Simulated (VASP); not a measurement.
# Pt (P6_3/mmc) in VASP: further runs

The runs below take Pt through single point, with PBEsol.

All numbers are computed with VASP 6.6.1; they aren't measurements. Logs are shortened: lines on timing, memory, paths and dates and some standing lists are left out, and cuts for length are marked.

## 1. The cell of the first run

It takes space group P6_3/mmc (No. 194, hexagonal). The conventional cell has a = 2.852 Å, b = 2.852 Å, c = 4.785 Å, α = 90.00°, β = 90.00°, γ = 120.00°. Pt (site symmetry -6m2) has 12 Pt at 2.85 to 2.90 Å within 3.8 Å.

This isn't the form of Pt at room conditions, which is fcc.

## 2. Single point, PBEsol

Input file INCAR:

```
PREC = Accurate
ENCUT = 520
EDIFF = 1E-7
ISMEAR = 0
SIGMA = 0.15
LREAL = F
LASPH = T
NELM = 100
ALGO = Fast
ISIF = 2
LWAVE = F
LCHARG = F
GGA = PS
NBANDS = 17
```

Input file KPOINTS:

```
Automatic mesh
0
Gamma
  18 18 10
```

Input file POSCAR:

```
Pt
1.0
    2.8524000000      0.0000000000      0.0000000000
   -1.4262000000      2.4702508617      0.0000000000
    0.0000000000      0.0000000000      4.7854000000
Pt
2
Direct
    0.6666666667      0.3333333333      0.7500000000
    0.3333333333      0.6666666667      0.2500000000
```

Potentials or basis: VASP PAW PBE potentials, release 64 (Pt).

Started as:

```bash
> cat potpaw_PBE.64/Pt/POTCAR > POTCAR
> mpirun -np 1 vasp_std > vasp.out
```

OUTCAR:

```text
PREC = Accurate
   ENCUT = 520
   EDIFF = 1E-7
   ISMEAR = 0
   LREAL = F
   LASPH = T
   NELM = 100
   ISIF = 2
   GGA = PS

 ion  position               nearest neighbor table
   1  0.667  0.333  0.750-   2 2.90   2 2.90   2 2.90   2 2.90   2 2.90   2 2.90
   2  0.333  0.667  0.250-   1 2.90   1 2.90   1 2.90   1 2.90   1 2.90   1 2.90

  LATTYP: Found a hexagonal cell.
 ALAT       =     2.8524000000
 C/A-ratio  =     1.6776749404

  Lattice vectors:

 A1 = (   2.8524000000,   0.0000000000,   0.0000000000)
 A2 = (  -1.4262000000,   2.4702508617,   0.0000000000)
 A3 = (   0.0000000000,   0.0000000000,   4.7854000000)

Analysis of symmetry for initial positions (statically):
=====================================================================
 Subroutine PRICEL returns:
 Original cell was already a primitive cell.

 Routine SETGRP: Setting up the symmetry group for a
 hexagonal supercell.

 Subroutine GETGRP returns: Found 24 space group operations
 (whereof 12 operations were pure point group operations)
 out of a pool of 24 trial point group operations.

The static configuration has the point symmetry D_3d.
 The point group associated with its full space group is D_6h.

Analysis of symmetry for dynamics (positions and initial velocities):
=====================================================================
 Subroutine PRICEL returns:
 Original cell was already a primitive cell.

 Routine SETGRP: Setting up the symmetry group for a
 hexagonal supercell.

 Subroutine GETGRP returns: Found 24 space group operations
 (whereof 12 operations were pure point group operations)
 out of a pool of 24 trial point group operations.

The dynamic configuration has the point symmetry D_3d.
 The point group associated with its full space group is D_6h.

 Subroutine INISYM returns: Found 24 space group operations
 (whereof 12 operations are pure point group operations),
 and found     1 'primitive' translations

----------------------------------------------------------------------------------------

                                     Primitive cell

  volume of cell :      33.7186

  direct lattice vectors                    reciprocal lattice vectors
     2.852400000  0.000000000  0.000000000     0.350581966  0.202408592  0.000000000
    -1.426200000  2.470250862  0.000000000     0.000000000  0.404817185  0.000000000
     0.000000000  0.000000000  4.785400000     0.000000000  0.000000000  0.208968947

  length of vectors
     2.852400000  2.852400000  4.785400000     0.404817185  0.404817185  0.208968947

  position of ions in fractional coordinates (direct lattice)
     0.666666667  0.333333333  0.750000000
     0.333333333  0.666666667  0.250000000

  ion indices of the primitive-cell ions
   primitive index   ion index
                 1           1
                 2           2

----------------------------------------------------------------------------------------

 KPOINTS: Automatic mesh

Automatic generation of k-mesh.
 Grid dimensions read from file:
 generate k-points for:   18   18   10

 Generating k-lattice:

  Cartesian coordinates                     Fractional coordinates (reciprocal lattice)
     0.019476776  0.011244922  0.000000000     0.055555556  0.000000000  0.000000000
     0.000000000  0.022489844  0.000000000     0.000000000  0.055555556  0.000000000
     0.000000000  0.000000000  0.020896895     0.000000000  0.000000000  0.100000000

  Length of vectors
     0.022489844  0.022489844  0.020896895

  Shift w.r.t. Gamma in fractional coordinates (k-lattice)
     0.000000000  0.000000000  0.000000000

 Subroutine IBZKPT returns following result:
 ===========================================

 Found    222 irreducible k-points:

 Following reciprocal coordinates:
            Coordinates               Weight
  0.000000  0.000000  0.000000      1.000000
  0.055556 -0.000000  0.000000      6.000000
  0.111111 -0.000000  0.000000      6.000000
  0.166667 -0.000000  0.000000      6.000000
  0.222222 -0.000000  0.000000      6.000000
  0.277778  0.000000  0.000000      6.000000
[... 16 lines left out ...]
  0.333333  0.111111  0.000000     12.000000
  0.388889  0.111111  0.000000     12.000000
 [... further k-points ...]
   k-points           NKPTS =    222   k-points in BZ     NKDIM =    222   number of bands    NBANDS=     17
   number of dos      NEDOS =    301   number of ions     NIONS =      2
   total plane-waves  NPLWV =  20736
   dimension x,y,z NGX =    24 NGY =   24 NGZ =   36
   dimension x,y,z NGXF=    48 NGYF=   48 NGZF=   72
   ions per type =               2
   NGX,Y,Z   is equivalent  to a cutoff of  13.99, 13.99, 12.51 a.u.
   NGXF,Y,Z  is equivalent  to a cutoff of  27.98, 27.98, 25.01 a.u.
 SYSTEM =  unknown system
   PREC   = accura    normal or accurate (medium, high low for compatibility)
   ISTART =      0    job   : 0-new  1-cont  2-samecut
   ICHARG =      2    charge: 1-file 2-atom 10-const
   ISPIN  =      1    spin polarized calculation?
   LNONCOLLINEAR =      F non collinear calculations
   LSORBIT =      F    spin-orbit coupling
   LASPH  =      T    aspherical Exc in radial PAW
   ENCUT  =  520.0 eV  38.22 Ry    6.18 a.u.   5.30  5.30  8.90*2*pi/ulx,y,z
   NELM   =    100;   NELMIN=  2; NELMDL= -5     # of ELM steps
   EDIFF  = 0.1E-06   stopping-criterion for ELM
   LREAL  =      F    real-space projection
   EDIFFG = 0.1E-05   stopping-criterion for IOM
   NSW    =      0    number of steps for IOM
   IBRION =     -1    ionic relax: 0-MD 1-quasi-New 2-CG
   NFREE  =      0    steps in history (QN), initial steepest desc. (CG)
   ISIF   =      2    stress and relaxation
   ISYM   =      2    0-nonsym 1-usesym 2-fastsym
   POTIM  = 0.5000    time-step for ionic-motion
   TEBEG  =    0.0;   TEEND  =   0.0 temperature during run
   PSTRESS=    0.0 pullay stress
   NELECT =      20.0000    total number of electrons
   NUPDOWN=      -1.0000    fix difference up-down
   EMIN   =  10.00;   EMAX   =-10.00  energy-range for DOS
   EFERMI =   0.00;   METHOD = LEGACY
   ISMEAR =     0;   SIGMA  =   0.15  broadening in eV -4-tet -1-fermi 0-gaus
   EFERMI_NEDOS =   21; number of points for ismear=-14 and -15
   IALGO  =     68    algorithm
   IMIX   =      4    mixing-type and parameters
     AMIX     =   0.40;   BMIX     =  1.00
     AMIX_MAG =   1.60;   BMIX_MAG =  1.00
  volume/ion in A,a.u.               =      16.86       113.77
  Fermi-wavevector in a.u.,A,eV,Ry     =   1.375503  2.599324 25.742344  1.892009
  Thomas-Fermi vector in A             =   2.500833
   LORBIT       =      0    0 simple, 1 ext, 2 COOP (PROOUT), +10 PAW based schemes
   GGA     = PS    functional components
   LHFCALC =     F    Hartree Fock is set to
   AEXX    =    0.0000 exact exchange contribution
   IVDW    =     0    specifies the selected vdW correction
   LEPSILON=     F    determine dielectric tensor
   LRPA    =     F    only Hartree local field effects (RPA)
 non-spin polarized calculation
 RMM-DIIS sequential band-by-band and
 Gauss-broadening in eV      SIGMA  =   0.15
  energy-cutoff  :      520.00
  volume of cell :       33.72
 maximum number of plane-waves:       930
 NGX is ok and might be reduce to    24
   NGX = 11   NGY = 11   NGZ = 17

 number of electron      20.0000002 magnetization

 Free energy of the ion-electron system (eV)
  ---------------------------------------------------
  ext. energy  EPLUGINS =         0.00000000
  ---------------------------------------------------
  free energy    TOTEN  =       -13.52798595 eV

  energy without entropy =      -13.47363015  energy(sigma->0) =      -13.50080805

 E-fermi :   9.0639     XC(G=0): -12.9741

 val. band max:        9.0606057839   @ k =   0.3889   0.1667   0.1000
 cond. band min:       9.0647173265   @ k =   0.3333   0.0556   0.0000
 fundamental gap:      0.0041115426
 Fermi energy:         9.0639027874

 k-point     1 :       0.0000    0.0000    0.0000
  band No.  band energies     occupation
      1      -0.0206      2.00000
      2       2.7112      2.00000
      3       5.7289      2.00000
      4       6.0052      2.00000
      5       6.0052      2.00000
      6       6.3798      2.00000
[... 9 lines left out ...]
     16      26.3351      0.00000
     17      28.8455      0.00000

 k-point     2 :       0.0556   -0.0000    0.0000
  band No.  band energies     occupation
      1       0.0815      2.00000
      2       2.8016      2.00000
      3       5.6738      2.00000
      4       6.0472      2.00000
      5       6.0799      2.00000
      6       6.3339      2.00000
[... 9 lines left out ...]
     16      26.4014      0.00000
     17      28.2592      0.00000

 k-point     3 :       0.1111   -0.0000    0.0000
  band No.  band energies     occupation
      1       0.3809      2.00000
      2       3.0571      2.00000
      3       5.5228      2.00000
      4       6.1212      2.00000
      5       6.2724      2.00000
      6       6.3003      2.00000
[... 9 lines left out ...]
     16      26.1184      0.00000
     17      27.1635      0.00000

 k-point     4 :       0.1667   -0.0000    0.0000
  band No.  band energies     occupation
      1       0.8560      2.00000
      2       3.4173      2.00000
      3       5.3449      2.00000
      4       5.9770      2.00000
      5       6.0979      2.00000
      6       6.4947      2.00000
[... 9 lines left out ...]
     16      26.1106      0.00000
     17      26.1785      0.00000
[... 343 lines left out ...]
      1       2.9851      2.00000
      2       3.9642      2.00000
      3       4.5075      2.00000
      4       5.3389      2.00000
      5       5.9937      2.00000
      6       6.0500      2.00000
[... 9 lines left out ...]
     16      23.9625      0.00000
     17      23.9904      0.00000

 k-point    23 :       0.3333    0.1111    0.0000
  band No.  band energies     occupation
      1       3.3717      2.00000
      2       3.7965      2.00000
      3       4.2315      2.00000
      4       5.6945      2.00000
      5       5.9347      2.00000
      6       6.3448      2.00000
[... 9 lines left out ...]
     16      22.0613      0.00000
     17      23.2658      0.00000

 k-point    24 :       0.3889    0.1111    0.0000
  band No.  band energies     occupation
      1       3.5424      2.00000
      2       3.6751      2.00000
      3       4.0633      2.00000
      4       5.9355      2.00000
      5       6.0858      2.00000
      6       6.2196      2.00000
[... 9 lines left out ...]
     16      20.6299      0.00000
     17      22.6674      0.00000

 [... further k-points ...]
[... 5 lines left out ...]
  --------------------------------------------------------------------------------------
  -------------------------------------------------------------------------------------
  Total       -5.2041913     -5.2041913     -4.2039477      0.0000000      0.0000000      0.0000000
  in kB     -247.2829075   -247.2829075   -199.7552292      0.0000000      0.0000000      0.0000000
  external PRESSURE =    -231.4403480 kB  Pullay stress =       0.0000000 kB

 VOLUME and BASIS-vectors are now :
 -----------------------------------------------------------------------------
  energy-cutoff  :      520.00
  volume of cell :       33.72
      direct lattice vectors                 reciprocal lattice vectors
     2.852400000  0.000000000  0.000000000     0.350581966  0.202408592  0.000000000
    -1.426200000  2.470250862  0.000000000     0.000000000  0.404817185  0.000000000
     0.000000000  0.000000000  4.785400000     0.000000000  0.000000000  0.208968947

 POSITION                                       TOTAL-FORCE (eV/Angst)
 -----------------------------------------------------------------------------------
      1.42620      0.82342      3.58905         0.000000      0.000000      0.000000
     -0.00000      1.64683      1.19635        -0.000000     -0.000000      0.000000
 -----------------------------------------------------------------------------------
    total drift:                               -0.000000      0.000000     -0.000000

  FREE ENERGIE OF THE ION-ELECTRON SYSTEM (eV)
  ---------------------------------------------------
  free  energy   TOTEN  =       -13.5279859498 eV

  energy  without entropy=      -13.4736301537  energy(sigma->0) =      -13.50080805
```

It took 44 s on 1 thread of Intel Xeon 6975P-C (Granite Rapids), shared host; peak memory 0.23 GiB.

What came out:

```yaml
Free_energy: -13.5280 eV
Pressure: -23.1 GPa
Band_gap_on_the_k_mesh: zero (bands 10 and 11 overlap by 1.08 eV)
```

Caveat: the cell stands under tension; the PAW data sets were made with another functional, which shifts forces and pressure a little; spin-orbit coupling is left out, which moves the levels of the heavy elements.

## 3. Single point, PBEsol

This run uses another cell than the first one, of 13.76 Å³/atom.

Input file INCAR:

```
ALGO = Normal
EDIFF = 1E-7
ENCUT = 520
GGA = PS
ISIF = 2
ISMEAR = 0
LASPH = True
LCHARG = True
LELF = True
LREAL = False
LVHAR = True
LWAVE = False
NBANDS = 17
NELM = 60
PREC = Accurate
SIGMA = 0.15
```

Input file KPOINTS:

```
k-points
0
Gamma
  18 18 10
```

Input file POSCAR:

```
Pt
1.0
    2.5980000000      0.0000000000      0.0000000000
   -1.2990000000      2.2499339990      0.0000000000
    0.0000000000      0.0000000000      4.7069219539
Pt
2
Direct
    0.6666666667      0.3333333333      0.7500000000
    0.3333333333      0.6666666667      0.2500000000
```

Potentials or basis: VASP PAW PBE potentials, release 64 (Pt).

Started as:

```bash
> cat potpaw_PBE.64/Pt/POTCAR > POTCAR
> mpirun -np 1 vasp_std > vasp.out
```

Wall time 34 s (1 thread of Intel Xeon 6975P-C (Granite Rapids), shared host); peak memory 0.2 GiB.

Results (log left out):

```
Free energy            : -13.4717 eV
Pressure               : 37.5 GPa
Band gap on the k mesh : zero (bands 10 and 11 overlap by 1.74 eV)
```

Stress tensor (GPa, compression positive):
```
45.77  0.00  0.00
 0.00 45.77  0.00
 0.00  0.00 20.84
```

Levels at points of the mesh, in eV from the Fermi level:
```csv
k point,band 7,band 8,band 9,band 10,band 11,band 12,band 13,band 14
"(0.00, 0.00, 0.00)",-3.91,-1.88,-1.88,-1.74,-0.19,-0.19,5.03,14.88
"(0.50, 0.00, 0.00)",-3.13,-0.08,0.69,0.89,2.62,4.34,8.09,9.11
"(0.00, 0.00, 0.50)",-4.25,-4.25,-0.85,-0.85,-0.85,-0.85,11.90,11.90
"(0.50, 0.00, 0.50)",-1.20,-1.20,0.80,0.80,1.65,1.65,7.80,7.80
```

Caveat: the cell stands under pressure; the PAW data sets were made with another functional, which shifts forces and pressure a little; spin-orbit coupling is left out, which moves the levels of the heavy elements.

(Part 1 of 2 ends here.)
